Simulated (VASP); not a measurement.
# NaScTe2 (P4/mmm) in VASP: further runs

NaScTe2 is run at these levels: LDA, PBE, r2SCAN; tasks: single point.

All numbers are computed with VASP 6.6.1; they aren't measurements. Logs are shortened: lines on timing, memory, paths and dates and some standing lists are left out, and cuts for length are marked.

## (1) The cell of the first run

Symmetry: P4/mmm, No. 123, tetragonal system. Conventional cell: a = 4.310 Å, b = 4.310 Å, c = 5.899 Å, α = 90.00°, β = 90.00°, γ = 90.00°. Within 3.9 Å of Na (site symmetry 4/mmm) lie 6 Te at 2.95 to 3.05 Å. Within 3.9 Å of Te (site symmetry 4/mmm) lie 2 Na at 2.95 Å and 4 Sc at 3.05 Å. Te (site symmetry 4/mmm) has 2 Sc at 2.95 Å and 4 Na at 3.05 Å within 3.9 Å. Within 3.9 Å of Sc (site symmetry 4/mmm) lie 6 Te at 2.95 to 3.05 Å.

## (2) Single point, LDA

Contents of INCAR:

```
ALGO = Normal
EDIFF = 1E-6
ENCUT = 520
ISIF = 2
ISMEAR = -1
LASPH = T
LCHARG = F
LREAL = F
LWAVE = F
NBANDS = 23
NELM = 80
PREC = Accurate
SIGMA = 0.02
```

Contents of KPOINTS:

```
k-points
0
Gamma
  6 6 4
```

Contents of POSCAR:

```
NaScTe2
1.0
    4.3099310190      0.0000000000      0.0000000000
    0.0000000000      4.3099310190      0.0000000000
    0.0000000000      0.0000000000      5.8991668818
Na Te Sc
1 2 1
Direct
    0.0000000000      0.0000000000      0.0000000000
    0.0000000000      0.0000000000      0.5000000000
    0.5000000000      0.5000000000      0.0000000000
    0.5000000000      0.5000000000      0.5000000000
```

Potentials or basis: VASP PAW LDA potentials, release 64 (Na_pv, Te, Sc_sv).

Command:

```bash
$ cat potpaw_LDA.64/Na_pv/POTCAR potpaw_LDA.64/Te/POTCAR potpaw_LDA.64/Sc_sv/POTCAR > POTCAR
$ mpirun -np 1 vasp_std > vasp.out
```

OUTCAR:

```text
EDIFF = 1E-6
   ENCUT = 520
   ISIF = 2
   ISMEAR = -1
   LASPH = T
   LREAL = F
   NELM = 80
   PREC = Accurate

 ion  position               nearest neighbor table
   1  0.000  0.000  0.000-   2 2.95   2 2.95   3 3.05   3 3.05   3 3.05   3 3.05
   2  0.000  0.000  0.500-   1 2.95   1 2.95   4 3.05   4 3.05   4 3.05   4 3.05
   3  0.500  0.500  0.000-   4 2.95   4 2.95   1 3.05   1 3.05   1 3.05   1 3.05
   4  0.500  0.500  0.500-   3 2.95   3 2.95   2 3.05   2 3.05   2 3.05   2 3.05

  LATTYP: Found a simple tetragonal cell.
 ALAT       =     4.3099310190
 C/A-ratio  =     1.3687381204

  Lattice vectors:

 A1 = (   4.3099310190,   0.0000000000,   0.0000000000)
 A2 = (   0.0000000000,   4.3099310190,   0.0000000000)
 A3 = (   0.0000000000,   0.0000000000,   5.8991668818)

Analysis of symmetry for initial positions (statically):
=====================================================================
 Subroutine PRICEL returns:
 Original cell was already a primitive cell.

 Routine SETGRP: Setting up the symmetry group for a
 simple tetragonal supercell.

 Subroutine GETGRP returns: Found 16 space group operations
 (whereof 16 operations were pure point group operations)
 out of a pool of 16 trial point group operations.

The static configuration has the point symmetry D_4h.

Analysis of symmetry for dynamics (positions and initial velocities):
=====================================================================
 Subroutine PRICEL returns:
 Original cell was already a primitive cell.

 Routine SETGRP: Setting up the symmetry group for a
 simple tetragonal supercell.

 Subroutine GETGRP returns: Found 16 space group operations
 (whereof 16 operations were pure point group operations)
 out of a pool of 16 trial point group operations.

The dynamic configuration has the point symmetry D_4h.

 Subroutine INISYM returns: Found 16 space group operations
 (whereof 16 operations are pure point group operations),
 and found     1 'primitive' translations

----------------------------------------------------------------------------------------

                                     Primitive cell

  volume of cell :     109.5800

  direct lattice vectors                    reciprocal lattice vectors
     4.309931019  0.000000000  0.000000000     0.232022275  0.000000000  0.000000000
     0.000000000  4.309931019  0.000000000     0.000000000  0.232022275  0.000000000
     0.000000000  0.000000000  5.899166882     0.000000000  0.000000000  0.169515462

  length of vectors
[... 85 lines left out ...]
   NELM   =     80;   NELMIN=  2; NELMDL= -5     # of ELM steps
   EDIFF  = 0.1E-05   stopping-criterion for ELM
   LREAL  =      F    real-space projection
   EDIFFG = 0.1E-04   stopping-criterion for IOM
   NSW    =      0    number of steps for IOM
   IBRION =     -1    ionic relax: 0-MD 1-quasi-New 2-CG
   NFREE  =      0    steps in history (QN), initial steepest desc. (CG)
   ISIF   =      2    stress and relaxation
   ISYM   =      2    0-nonsym 1-usesym 2-fastsym
   POTIM  = 0.5000    time-step for ionic-motion
   TEBEG  =    0.0;   TEEND  =   0.0 temperature during run
   PSTRESS=    0.0 pullay stress
   NELECT =      30.0000    total number of electrons
   NUPDOWN=      -1.0000    fix difference up-down
   EMIN   =  10.00;   EMAX   =-10.00  energy-range for DOS
   EFERMI =   0.00;   METHOD = LEGACY
   ISMEAR =    -1;   SIGMA  =   0.02  broadening in eV -4-tet -1-fermi 0-gaus
   EFERMI_NEDOS =   21; number of points for ismear=-14 and -15
   IALGO  =     38    algorithm
   IMIX   =      4    mixing-type and parameters
     AMIX     =   0.40;   BMIX     =  1.00
     AMIX_MAG =   1.60;   BMIX_MAG =  1.00
  volume/ion in A,a.u.               =      27.40       184.87
  Fermi-wavevector in a.u.,A,eV,Ry     =   1.063012  2.008801 15.374507  1.129994
  Thomas-Fermi vector in A             =   2.198482
   LORBIT       =      0    0 simple, 1 ext, 2 COOP (PROOUT), +10 PAW based schemes
   GGA     = CA    functional components
   LHFCALC =     F    Hartree Fock is set to
   AEXX    =    0.0000 exact exchange contribution
   IVDW    =     0    specifies the selected vdW correction
   LEPSILON=     F    determine dielectric tensor
   LRPA    =     F    only Hartree local field effects (RPA)
 non-spin polarized calculation
  energy-cutoff  :      520.00
  volume of cell :      109.58
 maximum number of plane-waves:      2992
   NGX = 17   NGY = 17   NGZ = 21

 number of electron      29.9999990 magnetization

 Free energy of the ion-electron system (eV)
  ---------------------------------------------------
  ext. energy  EPLUGINS =         0.00000000
  ---------------------------------------------------
  free energy    TOTEN  =       -19.83406458 eV

  energy without entropy =      -19.83333099  energy(sigma->0) =      -19.83369778

 E-fermi :   4.2056     XC(G=0):  -9.4563

 val. band max:        4.1815787791   @ k =   0.1667   0.0000   0.0000
 cond. band min:       4.3070545370   @ k =   0.0000   0.0000   0.0000
 fundamental gap:      0.1254757579
 Fermi energy:         4.2055568904

 k-point     1 :       0.0000    0.0000    0.0000
  band No.  band energies     occupation
      1     -45.6845      2.00000
      2     -24.6496      2.00000
      3     -24.6496      2.00000
      4     -24.5483      2.00000
      5     -18.8014      2.00000
      6     -18.7680      2.00000
[... 613 lines left out ...]
     22       8.4301      0.00000
     23       9.6493      0.00000

 [... further k-points ...]

------------------------ aborting loop because EDIFF is reached ----------------------------------------

  FORCE on cell =-STRESS in cart. coord.  units (eV):
  Direction    XX          YY          ZZ          XY          YZ          ZX
  --------------------------------------------------------------------------------------
  -------------------------------------------------------------------------------------
  Total       -2.2338953     -2.2338953     -2.1313063      0.0000000      0.0000000      0.0000000
  in kB      -32.6619474    -32.6619474    -31.1619867      0.0000000      0.0000000      0.0000000
  external PRESSURE =     -32.1619605 kB  Pullay stress =       0.0000000 kB

 VOLUME and BASIS-vectors are now :
 -----------------------------------------------------------------------------
  energy-cutoff  :      520.00
  volume of cell :      109.58
      direct lattice vectors                 reciprocal lattice vectors
     4.309931019  0.000000000  0.000000000     0.232022275  0.000000000  0.000000000
     0.000000000  4.309931019  0.000000000     0.000000000  0.232022275  0.000000000
     0.000000000  0.000000000  5.899166882     0.000000000  0.000000000  0.169515462

 POSITION                                       TOTAL-FORCE (eV/Angst)
 -----------------------------------------------------------------------------------
      0.00000      0.00000      0.00000         0.000000      0.000000      0.000000
      0.00000      0.00000      2.94958         0.000000      0.000000      0.000000
      2.15497      2.15497      0.00000         0.000000      0.000000      0.000000
      2.15497      2.15497      2.94958         0.000000      0.000000      0.000000
 -----------------------------------------------------------------------------------
    total drift:                                0.000000      0.000000     -0.000000

  FREE ENERGIE OF THE ION-ELECTRON SYSTEM (eV)
  ---------------------------------------------------
  free  energy   TOTEN  =       -19.8340645763 eV

  energy  without entropy=      -19.8333309882  energy(sigma->0) =      -19.83369778
```

OSZICAR:

```text
N       E                     dE             d eps       ncg     rms          rms(c)
DAV:   1     0.298315306909E+03    0.29832E+03   -0.13470E+04  1396   0.122E+03
DAV:   2     0.165893315209E+01   -0.29666E+03   -0.28705E+03  1411   0.386E+02
DAV:   3    -0.217178296695E+02   -0.23377E+02   -0.22667E+02  2146   0.108E+02
DAV:   4    -0.225539283048E+02   -0.83610E+00   -0.83466E+00  1969   0.192E+01
DAV:   5    -0.225780942657E+02   -0.24166E-01   -0.24163E-01  1886   0.353E+00    0.748E+00
DAV:   6    -0.198692264596E+02    0.27089E+01   -0.50307E+00  1962   0.207E+01    0.300E+00
DAV:   7    -0.198540834692E+02    0.15143E-01   -0.37601E-01  1815   0.311E+00    0.188E+00
DAV:   8    -0.198503556279E+02    0.37278E-02   -0.10030E-01  1913   0.369E+00    0.850E-01
DAV:   9    -0.198438590737E+02    0.64966E-02   -0.75228E-02  1940   0.350E+00    0.591E-01
DAV:  10    -0.198339908786E+02    0.98682E-02   -0.15932E-02  1940   0.180E+00    0.155E-01
DAV:  11    -0.198341198390E+02   -0.12896E-03   -0.11812E-03  2053   0.192E-01    0.670E-02
DAV:  12    -0.198340673313E+02    0.52508E-04   -0.90422E-05  1938   0.104E-01    0.248E-02
DAV:  13    -0.198340697778E+02   -0.24466E-05   -0.37818E-05  2094   0.587E-02    0.200E-02
DAV:  14    -0.198340652428E+02    0.45350E-05   -0.65776E-06  1755   0.260E-02    0.636E-03
DAV:  15    -0.198340645763E+02    0.66648E-06   -0.23739E-06  1737   0.166E-02
   1 F= -.19834065E+02 E0= -.19833698E+02  d E =-.733588E-03
```

Wall time 1.8 min (1 thread of Intel Xeon 8259CL, shared host); peak memory 0.23 GiB.

What came out:

```
Free energy            : -19.8341 eV
Pressure               : -3.2 GPa
Band gap on the k mesh : zero (bands 15 and 16 overlap by 0.35 eV)
```

Levels at points of the mesh, in eV from the Fermi level:
```
           k point  band 11  band 12  band 13  band 14  band 15  band 16  band 17  band 18  band 19  band 20
(0.00, 0.00, 0.00)    -1.63    -1.63    -0.11     0.10     0.26     0.26     0.86     1.08     1.08     1.51
(0.50, 0.00, 0.00)    -2.37    -2.26    -2.23    -1.87    -0.11     1.19     1.42     1.79     1.81     3.60
(0.50, 0.50, 0.00)    -3.59    -1.38    -1.36    -1.11    -1.11     0.39     0.39     1.37     1.66     1.80
(0.00, 0.00, 0.50)    -2.08    -1.32    -1.32    -0.74    -0.74    -0.07     0.87     1.84     2.01     2.01
(0.50, 0.00, 0.50)    -3.72    -2.25    -2.09    -0.50    -0.21     1.43     1.81     2.06     3.44     3.62
(0.50, 0.50, 0.50)    -3.16    -2.66    -2.36    -2.36    -1.80     1.42     1.56     1.56     1.66     1.82
```

Caveat: the cell stands under tension; spin-orbit coupling is left out, which moves the levels of the heavy elements.

## (3) Single point, PBE

This run uses another cell than the first one, of 27.65 Å³/atom.

Contents of INCAR:

```
PREC = Accurate
ENCUT = 520
EDIFF = 1E-6
ISMEAR = -1
SIGMA = 0.02
LREAL = F
LASPH = T
NELM = 60
ALGO = Normal
ISIF = 2
LWAVE = F
LCHARG = F
GGA = PE
NBANDS = 23
```

Contents of KPOINTS:

```
regular mesh
0
Gamma
  6 6 4
```

Contents of POSCAR:

```
NaScTe2
1.0
    4.3195603006      0.0000000000      0.0000000000
    0.0000000000      4.3195603006      0.0000000000
    0.0000000000      0.0000000000      5.9273095064
Na Te Sc
1 2 1
Direct
    0.0000000000      0.0000000000      0.0000000000
    0.0000000000      0.0000000000      0.5000000000
    0.5000000000      0.5000000000      0.0000000000
    0.5000000000      0.5000000000      0.5000000000
```

Potentials or basis: VASP PAW PBE potentials, release 64 (Na_pv, Te, Sc_sv).

Command:

```bash
$ cat potpaw_PBE.64/Na_pv/POTCAR potpaw_PBE.64/Te/POTCAR potpaw_PBE.64/Sc_sv/POTCAR > POTCAR
$ mpirun -np 1 vasp_std > vasp.out
```

Run time: 1.8 min. Hardware: 1 thread of Intel Xeon 8259CL, shared host; peak memory 0.26 GiB.

Results (log left out):

```
Free energy            : -17.8328 eV
Pressure               : 0.1 GPa
Band gap on the k mesh : zero (bands 15 and 16 overlap by 0.29 eV)
```

Levels at points of the mesh, in eV from the Fermi level:
```csv
k point,band 11,band 12,band 13,band 14,band 15,band 16,band 17,band 18,band 19,band 20
"(0.00, 0.00, 0.00)",-1.65,-1.65,-0.07,0.07,0.24,0.24,0.84,1.11,1.11,1.48
"(0.50, 0.00, 0.00)",-2.32,-2.28,-2.22,-1.89,-0.11,1.22,1.44,1.76,1.82,3.53
"(0.50, 0.50, 0.00)",-3.60,-1.41,-1.37,-1.12,-1.12,0.43,0.43,1.35,1.68,1.77
"(0.00, 0.00, 0.50)",-2.07,-1.36,-1.36,-0.71,-0.71,-0.03,0.84,1.85,2.00,2.00
"(0.50, 0.00, 0.50)",-3.66,-2.27,-2.08,-0.49,-0.24,1.46,1.83,2.05,3.45,3.55
"(0.50, 0.50, 0.50)",-3.18,-2.65,-2.32,-2.32,-1.78,1.42,1.56,1.56,1.68,1.78
```

Caveat: spin-orbit coupling is left out, which moves the levels of the heavy elements.

## (4) Single point, r2SCAN

Contents of POSCAR:

```
NaScTe2
1.0
    4.3099310190      0.0000000000      0.0000000000
    0.0000000000      4.3099310190      0.0000000000
    0.0000000000      0.0000000000      5.8991668818
Na Te Sc
1 2 1
Direct
    0.0000000000      0.0000000000      0.0000000000
    0.0000000000      0.0000000000      0.5000000000
    0.5000000000      0.5000000000      0.0000000000
    0.5000000000      0.5000000000      0.5000000000
```

Contents of INCAR.step1:

```
SYSTEM = NaScTe2
PREC     = Accurate       ! precision mode
ENCUT    = 520            ! plane-wave cutoff, eV
ISMEAR   = -1             ! smearing method
SIGMA    = 0.02           ! smearing width, eV
LREAL    = .False.        ! projectors in reciprocal space
LASPH    = .True.         ! aspherical terms in the spheres
NELM     = 80             ! most SCF steps
NBANDS   = 23             ! bands
GGA      = PE             ! functional
ALGO     = Normal         ! electronic algorithm
EDIFF    = 1E-4           ! SCF threshold, eV
LWAVE    = .True.         ! write WAVECAR
LCHARG   = .False.        ! write CHGCAR
```

Contents of INCAR.step2:

```
SYSTEM = NaScTe2
PREC     = Accurate       ! precision mode
ENCUT    = 520            ! plane-wave cutoff, eV
EDIFF    = 1E-7           ! SCF threshold, eV
ISMEAR   = -1             ! smearing method
SIGMA    = 0.02           ! smearing width, eV
LREAL    = .False.        ! projectors in reciprocal space
LASPH    = .True.         ! aspherical terms in the spheres
NELM     = 80             ! most SCF steps
ALGO     = Normal         ! electronic algorithm
ISIF     = 2              ! what is computed and relaxed
LWAVE    = .False.        ! write WAVECAR
LCHARG   = .False.        ! write CHGCAR
METAGGA  = R2SCAN         ! meta-GGA
LMIXTAU  = .True.       
NBANDS   = 23             ! bands
ISTART   = 1
```

Contents of KPOINTS:

```
Automatic mesh
0
Gamma
  6 6 4
  0 0 0
```

Command:

```bash
$ cat potpaw_PBE.64/Na_pv/POTCAR potpaw_PBE.64/Te/POTCAR potpaw_PBE.64/Sc_sv/POTCAR > POTCAR
$ cp INCAR.step1 INCAR
$ mpirun -np 1 vasp_std > vasp.out
$ cp INCAR.step2 INCAR
$ mpirun -np 1 vasp_std > vasp.out
```

It took 5.4 min on 1 thread of Intel Xeon 8259CL, shared host; peak memory 0.27 GiB.

It converged, with:

```yaml
Free_energy: -70.6373 eV
Pressure: 0.0 GPa
Band_gap_on_the_k_mesh: zero (bands 15 and 16 overlap by 0.10 eV)
```

Levels at points of the mesh, in eV from the Fermi level:
```csv
k point,band 12,band 13,band 14,band 15,band 16,band 17,band 18,band 19
"(0.00, 0.00, 0.00)",-1.93,-0.10,-0.02,0.10,0.10,0.79,1.18,1.18
"(0.50, 0.00, 0.00)",-2.47,-2.44,-2.14,-0.27,1.30,1.51,1.85,1.91
"(0.50, 0.50, 0.00)",-1.66,-1.59,-1.31,-1.31,0.50,0.50,1.36,1.78
"(0.00, 0.00, 0.50)",-1.65,-1.65,-0.86,-0.86,0.02,0.80,2.05,2.11
"(0.50, 0.00, 0.50)",-2.59,-2.38,-0.64,-0.40,1.55,1.95,2.15,3.63
"(0.50, 0.50, 0.50)",-2.94,-2.51,-2.51,-1.98,1.48,1.67,1.67,1.78
```

Caveat: the PAW data sets were made with another functional, which shifts forces and pressure a little; spin-orbit coupling is left out, which moves the levels of the heavy elements.

## (5) Overview

```tsv
level	potentials or basis	cell	gap on the mesh (eV)	pressure (GPa)
LDA	VASP PAW LDA potentials, release 64 (Na_pv, Te, Sc_sv)	a = 4.310, b = 4.310, c = 5.899 Å, 4 atoms	none	-3.2
PBE	VASP PAW PBE potentials, release 64 (Na_pv, Te, Sc_sv)	a = 4.320, b = 4.320, c = 5.927 Å, 4 atoms	none	0.1
r2SCAN	VASP PAW PBE potentials, release 64 (Na_pv, Te, Sc_sv)	a = 4.310, b = 4.310, c = 5.899 Å, 4 atoms	none	0.0
```

Alike in all rows: task single point; no spin polarisation; k mesh 6 × 6 × 4; cutoff (eV) 520; smearing fermi-dirac 0.02 eV.

Caveats: spin-orbit coupling is left out, which moves the levels of the heavy elements; the cell stands under tension (at least some runs); the PAW data sets were made with another functional, which shifts forces and pressure a little (at least some runs).

Absolute energies hang on the potentials; compare differences alone.
